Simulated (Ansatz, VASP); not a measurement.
## One calculation of CuO, two programs

```
CELL_PARAMETERS angstrom
2.34465 -1.71340 0.00000
2.34465 1.71340 0.00000
-0.86055 0.00000 5.05944
ATOMIC_POSITIONS crystal
Cu 0.00320 0.49680 0.00000
Cu 0.49680 0.00320 0.50000
O 0.57140 0.40560 0.25370
O 0.40560 0.57140 0.75370
```

Change from the starting cell: parallel moments scaled by 0.1, free total moment.

Alike in both runs: task single point; functional PBE; k mesh 7 × 7 × 4; occupations fermi-dirac, width 0.03 eV; collinear spin.

|  | VASP | Ansatz |
| --- | --- | --- |
| version | VASP 6.6.1 | Ansatz 0.2.0 |
| potentials or method | VASP PAW PBE potentials, release 64 (Cu, O), cutoff 520 eV | PAW, plane waves, scalar-relativistic |
| valence electrons in the cell | 34 | 50 |

```tsv
	VASP	Ansatz	Ansatz less VASP
pressure (GPa)	6.4	5.7	-0.64
traceless stress, the component that is largest in VASP (GPa)	-1.80	-1.71	+0.087
rms of the force components (eV/Å)	0.443	0.432	-0.0108
net moment per atom (μB)	0.00	0.00	-0.001
```

Atom by atom the forces differ by 0.024 eV/Å (rms over components). VASP's potentials hold 34 valence electrons a cell and Ansatz's 50, so a difference there can come from the potentials and not from the codes. Ansatz's warnings: seeded moment not kept.
